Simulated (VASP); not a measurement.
# Pt (Im-3m) in VASP: notebook

The runs below take Pt through single point, with HF, B3LYP, r2SCAN.

All numbers are computed with VASP 6.6.1; they aren't measurements. Logs are shortened: lines on timing, memory, paths and dates and some standing lists are left out, and cuts for length are marked.

## (1) The cell of the first run

It takes space group Im-3m (No. 229, cubic). Conventional cell: a = 3.168 Å, b = 3.168 Å, c = 3.168 Å, α = 90.00°, β = 90.00°, γ = 90.00°. Pt (site symmetry m-3m) has 14 Pt at 2.74 to 3.17 Å within 3.6 Å.

This isn't the form of Pt at room conditions, which is fcc.

## (2) Single point, HF

POSCAR reads:

```
Pt
1.0
   -1.5842200000      1.5842200000      1.5842200000
    1.5842200000     -1.5842200000      1.5842200000
    1.5842200000      1.5842200000     -1.5842200000
Pt
1
Direct
    0.0000000000      0.0000000000      0.0000000000
```

INCAR.step1 reads:

```
PREC     = Accurate       # precision mode
ENCUT    = 430            # plane-wave cutoff, eV
EDIFF    = 1E-5           # SCF threshold, eV
ISMEAR   = -1             # smearing method
SIGMA    = 0.05           # smearing width, eV
LREAL    = F              # projectors in reciprocal space
LASPH    = T              # aspherical terms in the spheres
NELM     = 120            # most SCF steps
ALGO     = Normal         # electronic algorithm
ISIF     = 2              # what is computed and relaxed
LWAVE    = T              # write WAVECAR
NBANDS   = 15             # bands
GGA      = PE             # functional
GGA_COMPAT= F
```

INCAR.step2 reads:

```
PREC     = Accurate       # precision mode
ENCUT    = 430            # plane-wave cutoff, eV
EDIFF    = 1E-6           # SCF threshold, eV
ISMEAR   = -1             # smearing method
SIGMA    = 0.05           # smearing width, eV
LREAL    = F              # projectors in reciprocal space
LASPH    = T              # aspherical terms in the spheres
NELM     = 120            # most SCF steps
ALGO     = Normal         # electronic algorithm
ISIF     = 2              # what is computed and relaxed
LWAVE    = F              # write WAVECAR
LCHARG   = T              # write CHGCAR
GGA      = PE             # functional
LHFCALC  = T              # exact exchange
AEXX     = 1.0            # exact-exchange fraction
ALDAC    = 0.0          
AGGAC    = 0.0          
PRECFOCK = Normal       
LELF     = T              # ELF
LVHAR    = T            
NBANDS   = 15             # bands
ISTART   = 1            
GGA_COMPAT= F
```

KPOINTS reads:

```
Automatic mesh
0
Gamma
  6 6 6
```

Potentials or basis: VASP PAW PBE potentials, release 64 (Pt_sv_GW).

Command:

```
$ cat potpaw_PBE.64/Pt_sv_GW/POTCAR > POTCAR
$ cp INCAR.step1 INCAR
$ mpirun -np 1 vasp_std > vasp.out
$ cp INCAR.step2 INCAR
$ mpirun -np 1 vasp_std > vasp.out
```

OUTCAR:

```text
PREC = Accurate
   ENCUT = 430
   EDIFF = 1E-6
   ISMEAR = -1
   LREAL = F
   LASPH = T
   NELM = 120
   ISIF = 2
   GGA = PE
   LHFCALC = T
   AEXX = 1.0
   PRECFOCK = Normal
   ISTART = 1

 ion  position               nearest neighbor table
   1  0.000  0.000  0.000-

  LATTYP: Found a body centered cubic cell.
 ALAT       =     3.1684400000

  Lattice vectors:

 A1 = (  -1.5842200000,   1.5842200000,   1.5842200000)
 A2 = (   1.5842200000,  -1.5842200000,   1.5842200000)
 A3 = (   1.5842200000,   1.5842200000,  -1.5842200000)

Analysis of symmetry for initial positions (statically):
=====================================================================
 Subroutine PRICEL returns:
 Original cell was already a primitive cell.

 Routine SETGRP: Setting up the symmetry group for a
 body centered cubic supercell.

 Subroutine GETGRP returns: Found 48 space group operations
 (whereof 48 operations were pure point group operations)
 out of a pool of 48 trial point group operations.

The static configuration has the point symmetry O_h .

Analysis of symmetry for dynamics (positions and initial velocities):
=====================================================================
 Subroutine PRICEL returns:
 Original cell was already a primitive cell.

 Routine SETGRP: Setting up the symmetry group for a
 body centered cubic supercell.

 Subroutine GETGRP returns: Found 48 space group operations
 (whereof 48 operations were pure point group operations)
 out of a pool of 48 trial point group operations.

The dynamic configuration has the point symmetry O_h .

 Subroutine INISYM returns: Found 48 space group operations
 (whereof 48 operations are pure point group operations),
 and found     1 'primitive' translations

----------------------------------------------------------------------------------------

                                     Primitive cell

  volume of cell :      15.9040

  direct lattice vectors                    reciprocal lattice vectors
    -1.584220000  1.584220000  1.584220000     0.000000000  0.315612731  0.315612731
     1.584220000 -1.584220000  1.584220000     0.315612731  0.000000000  0.315612731
     1.584220000  1.584220000 -1.584220000     0.315612731  0.315612731  0.000000000

  length of vectors
     2.743949530  2.743949530  2.743949530     0.446343804  0.446343804  0.446343804

  position of ions in fractional coordinates (direct lattice)
     0.000000000  0.000000000  0.000000000

  ion indices of the primitive-cell ions
   primitive index   ion index
                 1           1

----------------------------------------------------------------------------------------

 KPOINTS: Automatic mesh

Automatic generation of k-mesh.
 Grid dimensions read from file:
 generate k-points for:    6    6    6

 Generating k-lattice:

  Cartesian coordinates                     Fractional coordinates (reciprocal lattice)
     0.000000000  0.052602122  0.052602122     0.166666667  0.000000000  0.000000000
     0.052602122  0.000000000  0.052602122     0.000000000  0.166666667  0.000000000
     0.052602122  0.052602122  0.000000000     0.000000000  0.000000000  0.166666667

  Length of vectors
     0.074390634  0.074390634  0.074390634

  Shift w.r.t. Gamma in fractional coordinates (k-lattice)
     0.000000000  0.000000000  0.000000000

 Subroutine IBZKPT returns following result:
 ===========================================

 Found     16 irreducible k-points:

 Following reciprocal coordinates:
            Coordinates               Weight
  0.000000  0.000000  0.000000      1.000000
  0.166667  0.000000  0.000000     12.000000
  0.333333  0.000000  0.000000     12.000000
  0.500000  0.000000  0.000000      6.000000
  0.166667  0.166667  0.000000     24.000000
  0.333333  0.166667  0.000000     48.000000
[... 8 lines left out ...]
  0.500000  0.500000  0.333333     12.000000
  0.500000  0.500000  0.500000      1.000000
   k-points           NKPTS =     16   k-points in BZ     NKDIM =    216   number of bands    NBANDS=     15
   number of dos      NEDOS =    301   number of ions     NIONS =      1
   total plane-waves  NPLWV =   8000
   dimension x,y,z NGX =    20 NGY =   20 NGZ =   20
   dimension x,y,z NGXF=    40 NGYF=   40 NGZF=   40
   ions per type =               1
   NGX,Y,Z   is equivalent  to a cutoff of  12.12, 12.12, 12.12 a.u.
   NGXF,Y,Z  is equivalent  to a cutoff of  24.23, 24.23, 24.23 a.u.
 SYSTEM =  unknown system
   PREC   = accura    normal or accurate (medium, high low for compatibility)
   ISTART =      1    job   : 0-new  1-cont  2-samecut
   ICHARG =      0    charge: 1-file 2-atom 10-const
   ISPIN  =      1    spin polarized calculation?
   LNONCOLLINEAR =      F non collinear calculations
   LSORBIT =      F    spin-orbit coupling
   LASPH  =      T    aspherical Exc in radial PAW
   ENCUT  =  430.0 eV  31.60 Ry    5.62 a.u.   4.64  4.64  4.64*2*pi/ulx,y,z
[... 65 lines left out ...]
  band No.  band energies     occupation
      1    -107.1574      2.00000
      2     -56.0329      2.00000
      3     -56.0329      2.00000
      4     -56.0329      2.00000
      5      -4.0855      2.00000
      6       1.5446      2.00000
      7       1.5446      2.00000
      8       1.5446      2.00000
      9       3.6851      2.00000
     10       3.6851      2.00000
     11      32.9386      0.00000
     12      32.9386      0.00000
     13      32.9386      0.00000
     14      44.4213      0.00000
     15      44.4213      0.00000

 k-point     2 :       0.1667    0.0000    0.0000
  band No.  band energies     occupation
      1    -107.1429      2.00000
      2     -56.2292      2.00000
      3     -56.1054      2.00000
      4     -56.0426      2.00000
      5      -2.5330      2.00000
      6       1.0440      2.00000
      7       1.6826      2.00000
      8       2.9387      2.00000
      9       3.3545      2.00000
     10       3.8258      2.00000
     11      33.0544      0.00000
     12      33.1966      0.00000
     13      34.8297      0.00000
     14      39.8073      0.00000
     15      40.2757      0.00000

 k-point     3 :       0.3333    0.0000    0.0000
  band No.  band energies     occupation
      1    -107.1136      2.00000
      2     -56.6210      2.00000
      3     -56.2517      2.00000
      4     -56.0656      2.00000
      5      -1.6690      2.00000
      6       0.1392      2.00000
      7       3.5719      2.00000
      8       4.2270      2.00000
      9       5.4558      2.00000
     10       6.7568      2.00000
     11      27.4549      0.00000
     12      30.4464      0.00000
     13      36.1569      0.00000
     14      39.4297      0.00000
     15      40.9290      0.00000

 k-point     4 :       0.5000    0.0000    0.0000
  band No.  band energies     occupation
      1    -107.0987      2.00000
      2     -56.8220      2.00000
      3     -56.3308      2.00000
      4     -56.0777      2.00000
      5      -2.1599      2.00000
      6      -0.2749      2.00000
      7       4.0191      2.00000
      8       4.4320      2.00000
      9      11.9821      0.00000
     10      12.6565      0.00000
     11      22.0665      0.00000
     12      28.8693      0.00000
     13      32.5572      0.00000
     14      40.7186      0.00000
     15      42.7292      0.00000
[... 163 lines left out ...]
 k-point    14 :      -0.3333    0.3333    0.3333
  band No.  band energies     occupation
      1    -107.0775      2.00000
      2     -56.5893      2.00000
      3     -56.4825      2.00000
      4     -56.4825      2.00000
      5      -1.2119      2.00000
      6      -0.7346      2.00000
      7       4.9856      2.00000
      8       4.9856      2.00000
      9       6.8226      2.00000
     10      15.3427      0.00000
     11      28.9879      0.00000
     12      28.9879      0.00000
     13      31.1915      0.00000
     14      34.7556      0.00000
     15      41.4502      0.00000

 k-point    15 :       0.5000    0.5000    0.3333
  band No.  band energies     occupation
      1    -107.0651      2.00000
      2     -56.6960      2.00000
      3     -56.5675      2.00000
      4     -56.5051      2.00000
      5      -1.8193      2.00000
      6      -1.4863      2.00000
      7       5.4528      2.00000
      8       6.2320      2.00000
      9      11.6530      0.00000
     10      21.2893      0.00000
     11      22.0980      0.00000
     12      25.9966      0.00000
     13      33.4866      0.00000
     14      35.8358      0.00000
     15      37.1504      0.00000

 k-point    16 :       0.5000    0.5000    0.5000
  band No.  band energies     occupation
      1    -107.0536      2.00000
      2     -56.6549      2.00000
      3     -56.6549      2.00000
      4     -56.6549      2.00000
      5      -2.5129      2.00000
      6      -2.5129      2.00000
      7      11.3546      0.00000
      8      11.3546      0.00000
      9      11.3546      0.00000
     10      22.7562      0.00000
     11      22.7562      0.00000
     12      22.7562      0.00000
     13      30.7347      0.00000
     14      35.7536      0.00000
     15      35.7536      0.00000

------------------------ aborting loop because EDIFF is reached ----------------------------------------

  FORCE on cell =-STRESS in cart. coord.  units (eV):
  Direction    XX          YY          ZZ          XY          YZ          ZX
  --------------------------------------------------------------------------------------
  -------------------------------------------------------------------------------------
  Total       -0.0967827     -0.0967827     -0.0967827      0.0000000     -0.0000000     -0.0000000
  in kB       -9.7499344     -9.7499344     -9.7499344      0.0000000     -0.0000000     -0.0000000
  external PRESSURE =      -9.7499344 kB  Pullay stress =       0.0000000 kB

 VOLUME and BASIS-vectors are now :
 -----------------------------------------------------------------------------
  energy-cutoff  :      430.00
  volume of cell :       15.90
      direct lattice vectors                 reciprocal lattice vectors
    -1.584220000  1.584220000  1.584220000     0.000000000  0.315612731  0.315612731
     1.584220000 -1.584220000  1.584220000     0.315612731  0.000000000  0.315612731
     1.584220000  1.584220000 -1.584220000     0.315612731  0.315612731  0.000000000

 POSITION                                       TOTAL-FORCE (eV/Angst)
 -----------------------------------------------------------------------------------
      0.00000      0.00000      0.00000         0.000000      0.000000      0.000000
 -----------------------------------------------------------------------------------
    total drift:                                0.000000     -0.000000      0.000000

  FREE ENERGIE OF THE ION-ELECTRON SYSTEM (eV)
  ---------------------------------------------------
  free  energy   TOTEN  =        -2.5907847870 eV

  energy  without entropy=       -2.5875977205  energy(sigma->0) =       -2.58919125
```

Wall time 9.5 min (1 thread of Intel Xeon Platinum 8488C (Sapphire Rapids), shared host); peak memory 0.13 GiB.

Results:

```yaml
Free_energy: -2.5908 eV
Pressure: -1.0 GPa
Band_gap_on_the_k_mesh: zero (bands 9 and 10 overlap by 8.30 eV)
```

Levels at points of the mesh, in eV from the Fermi level:
| k point | band 5 | band 6 | band 7 | band 8 | band 9 | band 10 | band 11 | band 12 | band 13 | band 14 |
| --- | --- | --- | --- | --- | --- | --- | --- | --- | --- | --- |
| (0.00, 0.00, 0.00) | -13.82 | -8.19 | -8.19 | -8.19 | -6.05 | -6.05 | 23.21 | 23.21 | 23.21 | 34.69 |
| (0.50, 0.00, 0.00) | -11.89 | -10.01 | -5.71 | -5.30 | 2.25 | 2.93 | 12.34 | 19.14 | 22.83 | 30.99 |
| (0.50, 0.50, 0.50) | -12.24 | -12.24 | 1.62 | 1.62 | 1.62 | 13.03 | 13.03 | 13.03 | 21.00 | 26.02 |

Caveat: the k points lie up to 0.47 Å⁻¹ apart, too coarse for converged energies and pressures of a metal; the PAW data sets were made with another functional, which shifts forces and pressure a little; spin-orbit coupling is left out, which moves the levels of the heavy elements.

## (3) Single point, B3LYP

This run uses another cell than the first one, of 16.21 Å³/atom.

POSCAR reads:

```
Pt
1.0
   -1.5941645196      1.5941645196      1.5941645196
    1.5941645196     -1.5941645196      1.5941645196
    1.5941645196      1.5941645196     -1.5941645196
Pt
1
Direct
    0.0000000000      0.0000000000      0.0000000000
```

INCAR.step1 reads:

```
PREC = Accurate ; ENCUT = 430
EDIFF = 1E-5 ; ISMEAR = -1
SIGMA = 0.05 ; LREAL = False
LASPH = True ; NELM = 120
ALGO = Normal ; ISIF = 2
LWAVE = True ; LCHARG = False
NBANDS = 15 ; GGA = PE
GGA_COMPAT = False
```

INCAR.step2 reads:

```
PREC = Accurate ; ENCUT = 430
EDIFF = 1E-6 ; ISMEAR = -1
SIGMA = 0.05 ; LREAL = False
LASPH = True ; NELM = 120
ALGO = Normal ; ISIF = 2
LWAVE = False ; LCHARG = False
GGA = B3 ; LHFCALC = True
AEXX = 0.2 ; AGGAX = 0.72
AGGAC = 0.81 ; ALDAC = 0.19
PRECFOCK = Normal ; NBANDS = 15
ISTART = 1 ; GGA_COMPAT = False
```

KPOINTS reads:

```
regular mesh
0
Gamma
  6 6 6
```

Potentials or basis: VASP PAW PBE potentials, release 64 (Pt_sv_GW).

Command:

```
$ cat potpaw_PBE.64/Pt_sv_GW/POTCAR > POTCAR
$ cp INCAR.step1 INCAR
$ mpirun -np 1 vasp_std > vasp.out
$ cp INCAR.step2 INCAR
$ mpirun -np 1 vasp_std > vasp.out
```

Wall time 12 min (1 thread of Intel Xeon Platinum 8259CL at 2.50GHz (Skylake/Cascade Lake), shared host); peak memory 0.14 GiB.

The run converged. Its results:

```
Free energy            : -4.7072 eV
Pressure               : -1.0 GPa
Band gap on the k mesh : zero (bands 9 and 10 overlap by 3.09 eV)
```

Levels at points of the mesh, in eV from the Fermi level:
| k point | band 5 | band 6 | band 7 | band 8 | band 9 | band 10 | band 11 | band 12 | band 13 | band 14 |
| --- | --- | --- | --- | --- | --- | --- | --- | --- | --- | --- |
| (0.00, 0.00, 0.00) | -9.89 | -4.10 | -4.10 | -4.10 | -1.73 | -1.73 | 18.69 | 18.69 | 18.69 | 28.88 |
| (0.50, 0.00, 0.00) | -7.15 | -5.53 | -1.83 | -1.32 | 1.19 | 1.47 | 7.46 | 14.80 | 17.27 | 25.50 |
| (0.50, 0.50, 0.50) | -6.81 | -6.81 | 0.93 | 0.93 | 0.93 | 8.99 | 8.99 | 8.99 | 14.19 | 20.61 |

Caveat: the k points lie up to 0.46 Å⁻¹ apart, too coarse for converged energies and pressures of a metal; the PAW data sets were made with another functional, which shifts forces and pressure a little; spin-orbit coupling is left out, which moves the levels of the heavy elements.

## (4) Single point, r2SCAN

POSCAR reads:

```
Pt
1.0
   -1.5842200000      1.5842200000      1.5842200000
    1.5842200000     -1.5842200000      1.5842200000
    1.5842200000      1.5842200000     -1.5842200000
Pt
1
Direct
    0.0000000000      0.0000000000      0.0000000000
```

INCAR.step1 reads:

```
SYSTEM = Pt
PREC = Accurate
ENCUT = 550
ISMEAR = -1
SIGMA = 0.05
LREAL = .FALSE.
LASPH = .TRUE.
NELM = 120
NBANDS = 15
GGA = PE
ALGO = Normal
EDIFF = 1E-5
LWAVE = .TRUE.
LCHARG = .FALSE.
GGA_COMPAT = .FALSE.
```

INCAR.step2 reads:

```
SYSTEM = Pt
PREC = Accurate
ENCUT = 550
EDIFF = 1E-6
ISMEAR = -1
SIGMA = 0.05
LREAL = .FALSE.
LASPH = .TRUE.
NELM = 120
ALGO = Normal
ISIF = 2
LWAVE = .FALSE.
LCHARG = .FALSE.
METAGGA = R2SCAN
LMIXTAU = .TRUE.
NBANDS = 15
ISTART = 1
GGA_COMPAT = .FALSE.
```

KPOINTS reads:

```
regular mesh
0
G
  12 12 12
  0 0 0
```

Command:

```
$ cat potpaw_PBE.64/Pt_sv_GW/POTCAR > POTCAR
$ cp INCAR.step1 INCAR
$ mpirun -np 1 vasp_std > vasp.out
$ cp INCAR.step2 INCAR
$ mpirun -np 1 vasp_std > vasp.out
```

It took 65 s on 1 thread of Intel Xeon Platinum 8259CL at 2.50GHz (Skylake/Cascade Lake), shared host; peak memory 0.16 GiB.

It converged, with:

- Free energy: -51.3269 eV
- Pressure: -8.8 GPa
- Band gap on the k mesh: zero (bands 9 and 10 overlap by 2.30 eV)

Levels at points of the mesh, in eV from the Fermi level:
| k point | band 6 | band 7 | band 8 | band 9 | band 10 | band 11 | band 12 | band 13 |
| --- | --- | --- | --- | --- | --- | --- | --- | --- |
| (0.00, 0.00, 0.00) | -3.50 | -3.50 | -3.50 | -1.03 | -1.03 | 18.05 | 18.05 | 18.05 |
| (0.50, 0.00, 0.00) | -4.94 | -1.20 | -0.72 | 0.59 | 1.15 | 6.65 | 14.11 | 16.59 |
| (0.50, 0.50, 0.50) | -6.15 | 0.62 | 0.62 | 0.62 | 8.18 | 8.18 | 8.18 | 13.47 |

Caveat: the cell stands under tension; the PAW data sets were made with another functional, which shifts forces and pressure a little; spin-orbit coupling is left out, which moves the levels of the heavy elements.

## (5) Summary

```tsv
level	cell	k mesh	cutoff (eV)	grid for exact exchange (PRECFOCK)	share of exact exchange	gap on the mesh (eV)	pressure (GPa)
HF	a = 2.744 Å, angles 109.5°, 1 atom	6 × 6 × 6	430	Normal	1	none	-1.0
B3LYP	a = 2.761 Å, angles 109.5°, 1 atom	6 × 6 × 6	430	Normal	0.2	none	-1.0
r2SCAN	a = 2.744 Å, angles 109.5°, 1 atom	12 × 12 × 12	550	-	-	none	-8.8
```

Alike in all rows: task single point; potentials or basis VASP PAW PBE potentials, release 64 (Pt_sv_GW); no spin polarisation; smearing fermi-dirac 0.05 eV.

Caveats: some runs use coarse meshes; the PAW data sets were made with another functional, which shifts forces and pressure a little; spin-orbit coupling is left out, which moves the levels of the heavy elements; the cell stands under tension (at least some runs).

Absolute energies hang on the potentials; compare differences alone.
